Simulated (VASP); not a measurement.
# Rb (Im-3m) in VASP: settings compared

Rb is run at these levels: revPBE, revPBE+D3(BJ); tasks: single point, relaxation of cell and atoms.

Program: VASP 6.6.1. These are calculated values, not measurements. Logs are shortened: lines on timing, memory, paths and dates and some standing lists are left out, and cuts for length are marked.

**1. The cell of the first run**

The structure is cubic, space group Im-3m (No. 229). The conventional cell has a = 5.826 Å, b = 5.826 Å, c = 5.826 Å, α = 90.00°, β = 90.00°, γ = 90.00°.

**2. Single point, revPBE**

INCAR reads:

```
SYSTEM = Rb
PREC = Accurate
ENCUT = 520
EDIFF = 1E-6
ISMEAR = -1
SIGMA = 0.05
LREAL = .FALSE.
LASPH = .TRUE.
NELM = 60
ALGO = Normal
ISIF = 2
LWAVE = .FALSE.
LCHARG = .FALSE.
GGA = RE
NBANDS = 10
```

KPOINTS reads:

```
regular mesh
0
G
  7 7 7
  0 0 0
```

POSCAR reads:

```
Rb
1.0
   -2.9128489689      2.9128489689      2.9128489689
    2.9128489689     -2.9128489689      2.9128489689
    2.9128489689      2.9128489689     -2.9128489689
Rb
1
Direct
    0.0000000000      0.0000000000      0.0000000000
```

Potentials or basis: VASP PAW PBE potentials, release 64 (Rb_sv).

Started as:

```console
cat potpaw_PBE.64/Rb_sv/POTCAR > POTCAR
mpirun -np 1 vasp_std > vasp.out
```

OUTCAR:

```text
SYSTEM = Rb
   PREC = Accurate
   ENCUT = 520
   EDIFF = 1E-6
   ISMEAR = -1
   LREAL = .FALSE.
   LASPH = .TRUE.
   NELM = 60
   ISIF = 2
   GGA = RE

 ion  position               nearest neighbor table
   1  0.000  0.000  0.000-

  LATTYP: Found a body centered cubic cell.
 ALAT       =     5.8256979378

  Lattice vectors:

 A1 = (  -2.9128489689,   2.9128489689,   2.9128489689)
 A2 = (   2.9128489689,  -2.9128489689,   2.9128489689)
 A3 = (   2.9128489689,   2.9128489689,  -2.9128489689)

Analysis of symmetry for initial positions (statically):
=====================================================================
 Subroutine PRICEL returns:
 Original cell was already a primitive cell.

 Routine SETGRP: Setting up the symmetry group for a
 body centered cubic supercell.

 Subroutine GETGRP returns: Found 48 space group operations
 (whereof 48 operations were pure point group operations)
 out of a pool of 48 trial point group operations.

The static configuration has the point symmetry O_h .

Analysis of symmetry for dynamics (positions and initial velocities):
=====================================================================
 Subroutine PRICEL returns:
 Original cell was already a primitive cell.

 Routine SETGRP: Setting up the symmetry group for a
 body centered cubic supercell.

 Subroutine GETGRP returns: Found 48 space group operations
 (whereof 48 operations were pure point group operations)
 out of a pool of 48 trial point group operations.

The dynamic configuration has the point symmetry O_h .

 Subroutine INISYM returns: Found 48 space group operations
 (whereof 48 operations are pure point group operations),
 and found     1 'primitive' translations

----------------------------------------------------------------------------------------

                                     Primitive cell

  volume of cell :      98.8585

  direct lattice vectors                    reciprocal lattice vectors
    -2.912848969  2.912848969  2.912848969     0.000000000  0.171653253  0.171653253
     2.912848969 -2.912848969  2.912848969     0.171653253  0.000000000  0.171653253
     2.912848969  2.912848969 -2.912848969     0.171653253  0.171653253  0.000000000

  length of vectors
     5.045202409  5.045202409  5.045202409     0.242754358  0.242754358  0.242754358

  position of ions in fractional coordinates (direct lattice)
     0.000000000  0.000000000  0.000000000

  ion indices of the primitive-cell ions
   primitive index   ion index
                 1           1

----------------------------------------------------------------------------------------

 KPOINTS: regular mesh

Automatic generation of k-mesh.
 Grid dimensions read from file:
 generate k-points for:    7    7    7

 Generating k-lattice:

  Cartesian coordinates                     Fractional coordinates (reciprocal lattice)
     0.000000000  0.024521893  0.024521893     0.142857143  0.000000000  0.000000000
     0.024521893  0.000000000  0.024521893     0.000000000  0.142857143  0.000000000
     0.024521893  0.024521893  0.000000000     0.000000000  0.000000000  0.142857143

  Length of vectors
     0.034679194  0.034679194  0.034679194

  Shift w.r.t. Gamma in fractional coordinates (k-lattice)
     0.000000000  0.000000000  0.000000000

 Subroutine IBZKPT returns following result:
 ===========================================

 Found     20 irreducible k-points:

 Following reciprocal coordinates:
            Coordinates               Weight
  0.000000  0.000000  0.000000      1.000000
  0.142857  0.000000  0.000000     12.000000
  0.285714  0.000000  0.000000     12.000000
  0.428571  0.000000  0.000000     12.000000
  0.142857  0.142857  0.000000     24.000000
  0.285714  0.142857  0.000000     48.000000
[... 12 lines left out ...]
 -0.428571 -0.428571  0.285714      8.000000
 -0.428571  0.428571  0.428571      6.000000
   k-points           NKPTS =     20   k-points in BZ     NKDIM =     20   number of bands    NBANDS=     10
   number of dos      NEDOS =    301   number of ions     NIONS =      1
   total plane-waves  NPLWV =  64000
   dimension x,y,z NGX =    40 NGY =   40 NGZ =   40
   dimension x,y,z NGXF=    80 NGYF=   80 NGZF=   80
   ions per type =               1
   NGX,Y,Z   is equivalent  to a cutoff of  13.18, 13.18, 13.18 a.u.
   NGXF,Y,Z  is equivalent  to a cutoff of  26.36, 26.36, 26.36 a.u.
 SYSTEM =  Rb
   PREC   = accura    normal or accurate (medium, high low for compatibility)
   ISTART =      0    job   : 0-new  1-cont  2-samecut
   ICHARG =      2    charge: 1-file 2-atom 10-const
   ISPIN  =      1    spin polarized calculation?
   LNONCOLLINEAR =      F non collinear calculations
   LSORBIT =      F    spin-orbit coupling
   LASPH  =      T    aspherical Exc in radial PAW
   ENCUT  =  520.0 eV  38.22 Ry    6.18 a.u.   9.38  9.38  9.38*2*pi/ulx,y,z
   NELM   =     60;   NELMIN=  2; NELMDL= -5     # of ELM steps
   EDIFF  = 0.1E-05   stopping-criterion for ELM
   LREAL  =      F    real-space projection
   EDIFFG = 0.1E-04   stopping-criterion for IOM
   NSW    =      0    number of steps for IOM
   IBRION =     -1    ionic relax: 0-MD 1-quasi-New 2-CG
   NFREE  =      0    steps in history (QN), initial steepest desc. (CG)
   ISIF   =      2    stress and relaxation
   ISYM   =      2    0-nonsym 1-usesym 2-fastsym
   POTIM  = 0.5000    time-step for ionic-motion
   TEBEG  =    0.0;   TEEND  =   0.0 temperature during run
   PSTRESS=    0.0 pullay stress
   NELECT =       9.0000    total number of electrons
   NUPDOWN=      -1.0000    fix difference up-down
   EMIN   =  10.00;   EMAX   =-10.00  energy-range for DOS
   EFERMI =   0.00;   METHOD = LEGACY
   ISMEAR =    -1;   SIGMA  =   0.05  broadening in eV -4-tet -1-fermi 0-gaus
   EFERMI_NEDOS =   21; number of points for ismear=-14 and -15
   IALGO  =     38    algorithm
   IMIX   =      4    mixing-type and parameters
     AMIX     =   0.40;   BMIX     =  1.00
     AMIX_MAG =   1.60;   BMIX_MAG =  1.00
  volume/ion in A,a.u.               =      98.86       667.13
  Fermi-wavevector in a.u.,A,eV,Ry     =   0.736463  1.391714  7.379501  0.542378
  Thomas-Fermi vector in A             =   1.829909
   LORBIT       =      0    0 simple, 1 ext, 2 COOP (PROOUT), +10 PAW based schemes
   GGA     = RE    functional components
   LHFCALC =     F    Hartree Fock is set to
   AEXX    =    0.0000 exact exchange contribution
   IVDW    =     0    specifies the selected vdW correction
   LEPSILON=     F    determine dielectric tensor
   LRPA    =     F    only Hartree local field effects (RPA)
 non-spin polarized calculation
  energy-cutoff  :      520.00
  volume of cell :       98.86
 maximum number of plane-waves:      2679
 NGX is ok and might be reduce to    40
   NGX = 19   NGY = 19   NGZ = 19

 number of electron       9.0000000 magnetization

 Free energy of the ion-electron system (eV)
  ---------------------------------------------------
  ext. energy  EPLUGINS =         0.00000000
  ---------------------------------------------------
  free energy    TOTEN  =        -0.83967625 eV

  energy without entropy =       -0.83149142  energy(sigma->0) =       -0.83558384

 E-fermi :  -0.0620     XC(G=0):  -5.1593

 val. band max:       -0.1139484593   @ k =  -0.2857   0.4286   0.1429
 cond. band min:       0.0434017199   @ k =  -0.4286   0.4286   0.1429
 fundamental gap:      0.1573501792
 Fermi energy:        -0.0619759168

 k-point     1 :       0.0000    0.0000    0.0000
  band No.  band energies     occupation
      1     -29.0565      2.00000
      2     -13.1124      2.00000
      3     -13.1124      2.00000
      4     -13.1124      2.00000
      5      -1.9115      2.00000
      6       3.5880      0.00000
      7       3.5880      0.00000
      8       3.5880      0.00000
      9       4.4420      0.00000
     10       4.4420      0.00000

 k-point     2 :       0.1429    0.0000    0.0000
  band No.  band energies     occupation
      1     -29.0560      2.00000
      2     -13.1256      2.00000
      3     -13.1168      2.00000
      4     -13.1124      2.00000
      5      -1.6905      2.00000
      6       3.1491      0.00000
      7       3.2962      0.00000
      8       3.7858      0.00000
      9       4.1949      0.00000
     10       4.3638      0.00000

 k-point     3 :       0.2857    0.0000    0.0000
  band No.  band energies     occupation
      1     -29.0549      2.00000
      2     -13.1551      2.00000
      3     -13.1268      2.00000
      4     -13.1123      2.00000
      5      -1.0631      2.00000
      6       2.0919      0.00000
      7       2.8393      0.00000
      8       4.3002      0.00000
      9       4.3592      0.00000
     10       4.3660      0.00000

 k-point     4 :       0.4286    0.0000    0.0000
  band No.  band energies     occupation
      1     -29.0539      2.00000
      2     -13.1783      2.00000
      3     -13.1348      2.00000
      4     -13.1123      2.00000
      5      -0.1478      1.69531
      6       1.0186      0.00000
      7       2.5670      0.00000
      8       4.1325      0.00000
      9       4.6540      0.00000
     10       5.2275      0.00000

 k-point     5 :       0.1429    0.1429    0.0000
  band No.  band energies     occupation
      1     -29.0552      2.00000
      2     -13.1458      2.00000
      3     -13.1221      2.00000
      4     -13.1155      2.00000
      5      -1.2652      2.00000
      6       2.5288      0.00000
      7       2.7918      0.00000
      8       4.0528      0.00000
      9       4.0953      0.00000
     10       4.6884      0.00000

 k-point     6 :       0.2857    0.1429    0.0000
  band No.  band energies     occupation
      1     -29.0541      2.00000
      2     -13.1679      2.00000
      3     -13.1340      2.00000
      4     -13.1166      2.00000
      5      -0.4808      1.99954
      6       1.6042      0.00000
      7       2.3760      0.00000
      8       4.0101      0.00000
      9       4.4410      0.00000
     10       4.9426      0.00000
[... 131 lines left out ...]
 k-point    17 :      -0.2857    0.2857    0.2857
  band No.  band energies     occupation
      1     -29.0534      2.00000
      2     -13.1533      2.00000
      3     -13.1425      2.00000
      4     -13.1425      2.00000
      5      -0.2917      1.97999
      6       1.9851      0.00000
      7       2.8788      0.00000
      8       2.8788      0.00000
      9       3.7565      0.00000
     10       4.6437      0.00000

 k-point    18 :      -0.4286    0.4286    0.2857
  band No.  band energies     occupation
      1     -29.0526      2.00000
      2     -13.1675      2.00000
      3     -13.1511      2.00000
      4     -13.1436      2.00000
      5       0.5231      0.00002
      6       1.3595      0.00000
      7       2.5488      0.00000
      8       2.8275      0.00000
      9       3.6844      0.00000
     10       5.2929      0.00000

 k-point    19 :      -0.4286   -0.4286    0.2857
  band No.  band energies     occupation
      1     -29.0522      2.00000
      2     -13.1635      2.00000
      3     -13.1635      2.00000
      4     -13.1459      2.00000
      5       1.1238      0.00000
      6       1.1238      0.00000
      7       2.0194      0.00000
      8       3.3859      0.00000
      9       3.3859      0.00000
     10       4.9620      0.00000

 k-point    20 :      -0.4286    0.4286    0.4286
  band No.  band energies     occupation
      1     -29.0518      2.00000
      2     -13.1622      2.00000
      3     -13.1601      2.00000
      4     -13.1601      2.00000
      5       1.0358      0.00000
      6       1.3183      0.00000
      7       2.8565      0.00000
      8       2.9551      0.00000
      9       2.9551      0.00000
     10       4.9481      0.00000

------------------------ aborting loop because EDIFF is reached ----------------------------------------

  FORCE on cell =-STRESS in cart. coord.  units (eV):
  Direction    XX          YY          ZZ          XY          YZ          ZX
  --------------------------------------------------------------------------------------
  -------------------------------------------------------------------------------------
  Total        0.0031880      0.0031880      0.0031880      0.0000000      0.0000000     -0.0000000
  in kB        0.0516671      0.0516671      0.0516671      0.0000000      0.0000000     -0.0000000
  external PRESSURE =       0.0516671 kB  Pullay stress =       0.0000000 kB

 VOLUME and BASIS-vectors are now :
 -----------------------------------------------------------------------------
  energy-cutoff  :      520.00
  volume of cell :       98.86
      direct lattice vectors                 reciprocal lattice vectors
    -2.912848969  2.912848969  2.912848969     0.000000000  0.171653253  0.171653253
     2.912848969 -2.912848969  2.912848969     0.171653253  0.000000000  0.171653253
     2.912848969  2.912848969 -2.912848969     0.171653253  0.171653253  0.000000000

 POSITION                                       TOTAL-FORCE (eV/Angst)
 -----------------------------------------------------------------------------------
      0.00000      0.00000      0.00000         0.000000      0.000000     -0.000000
 -----------------------------------------------------------------------------------
    total drift:                               -0.000000      0.000000     -0.000000

  FREE ENERGIE OF THE ION-ELECTRON SYSTEM (eV)
  ---------------------------------------------------
  free  energy   TOTEN  =        -0.8396762521 eV

  energy  without entropy=       -0.8314914245  energy(sigma->0) =       -0.83558384
```

Wall time 14 s (1 thread of Intel Xeon Platinum 8488C (Sapphire Rapids), shared host); peak memory 0.23 GiB.

What came out:

```yaml
Free_energy: -0.8397 eV
Pressure: 0.0 GPa
```

Levels at points of the mesh, in eV from the Fermi level:
```tsv
k point	band 2	band 3	band 4	band 5	band 6	band 7	band 8	band 9
(0.00, 0.00, 0.00)	-13.05	-13.05	-13.05	-1.85	3.65	3.65	3.65	4.50
```

Caveat: the PAW data sets were made with another functional, which shifts forces and pressure a little.

**3. Relaxation of cell and atoms, revPBE**

This run uses another cell than the first one, of 88.04 Å³/atom, 0.891 times its volume.

INCAR reads:

```
SYSTEM = Rb
ALGO     = Normal         ! electronic algorithm
EDIFF    = 1E-6           ! SCF threshold, eV
EDIFFG   = -0.02          ! ionic threshold
ENCUT    = 600            ! plane-wave cutoff, eV
GGA      = RE             ! functional
IBRION   = 2              ! ionic algorithm
ISIF     = 3              ! what is computed and relaxed
ISMEAR   = -1             ! smearing method
LASPH    = .True.         ! aspherical terms in the spheres
LCHARG   = .False.        ! write CHGCAR
LREAL    = .False.        ! projectors in reciprocal space
LWAVE    = .False.        ! write WAVECAR
NELM     = 100            ! most SCF steps
NSW      = 80             ! ionic steps
PREC     = Accurate       ! precision mode
SIGMA    = 0.05           ! smearing width, eV
```

KPOINTS reads:

```
k-points
0
Gamma
  7 7 7
  0 0 0
```

POSCAR reads:

```
Rb
1.0
   -2.8025000000      2.8025000000      2.8025000000
    2.8025000000     -2.8025000000      2.8025000000
    2.8025000000      2.8025000000     -2.8025000000
Rb
1
Direct
    0.0000000000      0.0000000000      0.0000000000
```

Potentials or basis: VASP PAW PBE potentials, release 64 (Rb_sv).

Started as:

```console
cat potpaw_PBE.64/Rb_sv/POTCAR > POTCAR
mpirun -np 1 vasp_std > vasp.out
```

Run time: 43 s. Hardware: 1 thread of Intel Xeon Platinum 8488C (Sapphire Rapids), shared host; peak memory 0.24 GiB.

The run converged. Its results:

* Free energy: -0.8395 eV
* Relaxed volume: 97.66 Å³/atom
* Relaxed cell: a = 5.025 Å, b = 5.025 Å, c = 5.025 Å, α = 109.47°, β = 109.47°, γ = 109.47°
* Space group after relaxing (to 0.05 Å): Im-3m (No. 229)
* Energy gained by relaxing: 10.7 meV/atom
* Ionic steps: 3
* Pressure after relaxing: 0.0 GPa

Step by step:
| step | energy change (eV) | largest force (eV/Å) | pressure (GPa) | volume (Å³) |
| --- | --- | --- | --- | --- |
| 1 | 0.0000 | 0.0000 | 0.35 | 88.04 |
| 2 | -0.0046 | 0.0000 | 0.25 | 90.51 |
| 3 | -0.0107 | 0.0000 | 0.03 | 97.66 |

Final structure:
```cif
data_structure
_symmetry_space_group_name_H-M 'P 1'
_symmetry_Int_Tables_number 1
_cell_length_a 5.0248
_cell_length_b 5.0248
_cell_length_c 5.0248
_cell_angle_alpha 109.471
_cell_angle_beta 109.471
_cell_angle_gamma 109.471
_cell_volume 97.66
loop_
_atom_site_label
_atom_site_type_symbol
_atom_site_fract_x
_atom_site_fract_y
_atom_site_fract_z
_atom_site_occupancy
Rb1 Rb 0.00000 0.00000 0.00000 1
```

Levels at points of the mesh, in eV from the Fermi level:
```tsv
k point	band 1	band 2	band 3	band 4	band 5	band 6	band 7	band 8
(0.00, 0.00, 0.00)	-28.99	-13.04	-13.04	-13.04	-1.86	3.66	3.66	3.66
```

Caveat: the PAW data sets were made with another functional, which shifts forces and pressure a little; the volume moved by +11 % from the deposited cell, more than functionals usually miss. Zero-point motion and thermal expansion aren't in these numbers.

**4. Relaxation of cell and atoms, revPBE+D3(BJ)**

This run uses another cell than the first one, of 88.04 Å³/atom, 0.891 times its volume.

INCAR reads:

```
PREC = Accurate
ENCUT = 600
EDIFF = 1E-7
ISMEAR = -1
SIGMA = 0.05
LREAL = F
LASPH = T
NELM = 80
ALGO = Normal
ISIF = 3
LWAVE = F
LCHARG = F
GGA = RE
IVDW = 12
IBRION = 2
NSW = 80
EDIFFG = -0.02
```

KPOINTS reads:

```
regular mesh
0
Gamma
  7 7 7
```

POSCAR is that of step 3.

Started as:

```console
cat potpaw_PBE.64/Rb_sv/POTCAR > POTCAR
mpirun -np 1 vasp_std > vasp.out
```

It took 38 s on 1 thread of Intel Xeon Platinum 8488C (Sapphire Rapids), shared host; peak memory 0.24 GiB.

The run converged. Its results:

```yaml
Free_energy: -1.0037 eV
Relaxed_volume: 89.40 Å³/atom
Relaxed_cell: a = 4.879 Å, b = 4.879 Å, c = 4.879 Å, α = 109.47°, β = 109.47°, γ = 109.47°
Space_group_after_relaxing_to_0.05_Å: Im-3m (No. 229)
Energy_gained_by_relaxing: 0.2 meV/atom
Ionic_steps: 3
Pressure_after_relaxing: 0.0 GPa
Dispersion_energy_per_atom: -0.172 eV
```

Step by step:
| step | energy change (eV) | largest force (eV/Å) | pressure (GPa) | volume (Å³) |
| --- | --- | --- | --- | --- |
| 1 | 0.0000 | 0.0000 | 0.05 | 88.04 |
| 2 | -0.0001 | 0.0000 | 0.04 | 88.40 |
| 3 | -0.0002 | 0.0000 | 0.00 | 89.40 |

Final structure:
```
Rb
1.0
    -2.81677    2.81677    2.81677
     2.81677   -2.81677    2.81677
     2.81677    2.81677   -2.81677
Rb
1
Cartesian
  0.0000 0.0000 0.0000
```

Levels at points of the mesh, in eV from the Fermi level:
```tsv
k point	band 3	band 4	band 5	band 6	band 7	band 8
(0.00, 0.00, 0.00)	-12.99	-12.99	-1.98	3.75	3.75	3.75
```

Caveat: the PAW data sets were made with another functional, which shifts forces and pressure a little; pairwise dispersion overbinds metals, which lowers pressure and volume.

**5. Overview**

| task | level | cell | cutoff (eV) | gap on the mesh (eV) | pressure (GPa) | relaxed volume (Å³/atom) |
| --- | --- | --- | --- | --- | --- | --- |
| single point | revPBE | a = 5.045 Å, angles 109.5°, 1 atom | 520 | none | 0.0 | - |
| relaxation of cell and atoms | revPBE | relaxed from a = 4.854 Å, angles 109.5°, 1 atom | 600 | none | 0.0 | 97.66 |
| relaxation of cell and atoms | revPBE+D3(BJ) | relaxed from a = 4.854 Å, angles 109.5°, 1 atom | 600 | none | 0.0 | 89.40 |

Alike in all rows: potentials or basis VASP PAW PBE potentials, release 64 (Rb_sv); no spin polarisation; k mesh 7 × 7 × 7; smearing fermi-dirac 0.05 eV.

Caveats: the PAW data sets were made with another functional, which shifts forces and pressure a little; the volume moved by +11 % from the deposited cell, more than functionals usually miss (some runs); pairwise dispersion overbinds metals, which lowers pressure and volume (some runs).

Total energies depend on the potentials used, so only differences within one code and one set of settings carry meaning.
